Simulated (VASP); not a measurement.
Runs of VASP 6.6.1 on NaB. The structure is that of space group Fm-3m (No. 225), or close to it. The cells are those of the table. 

| level | spin | cell | k mesh | cutoff (eV) | smearing | gap on the mesh (eV) | pressure (GPa) | moment (μB) |
| --- | --- | --- | --- | --- | --- | --- | --- | --- |
| PBE | off | a = 3.796 Å, angles 60.0°, 2 atoms | 8 × 8 × 8 | 500 | tetrahedron | none | 0.2 | - |
| PBE | off | a = 3.796 Å, angles 60.0°, 2 atoms | 8 × 8 × 8 | 520 | gaussian 0.1 eV | none | (b) | - |
| PBE | collinear, zero start | a = 3.694 Å, angles 60.0°, 2 atoms | 4 × 4 × 4 | 520 | fermi-dirac 0.272114 eV | none | (c) | (a) |
| PBE | collinear, ferromagnetic start | a = 3.796 Å, angles 60.0°, 2 atoms | 2 × 2 × 2 | 500 | gaussian 0.1 eV | none | -3.0 | 0.25 |
| PBE | collinear, ferromagnetic start | a = 4.316 Å, angles 60.0°, 2 atoms | 2 × 2 × 2 | 500 | methfessel-paxton 0.12 eV | none | -6.3 | 0.25 |
| revPBE | off | a = 3.796 Å, angles 60.0°, 2 atoms | 8 × 8 × 8 | 500 | gaussian 0.1 eV | none | 1.3 | - |
| PBE | off | a = 3.498 Å, angles 60.0°, 2 atoms | 8 × 8 × 8 | 500 | fermi-dirac 0.00861733 eV | none | 11.0 | - |

Alike in all rows: task single point; potentials or basis VASP PAW PBE potentials, release 64 (Na_pv, B).

Problem. Estimate the missing entries.

Solution. (a) 0.00; (b) 0.1; (c) 3.5.

Caveats: some runs use coarse meshes; tetrahedron occupations give inexact forces and stress in metals (some runs); the PAW data sets were made with another functional, which shifts forces and pressure a little (some runs).

A gap of «none» marks levels without a gap at the run's occupations.
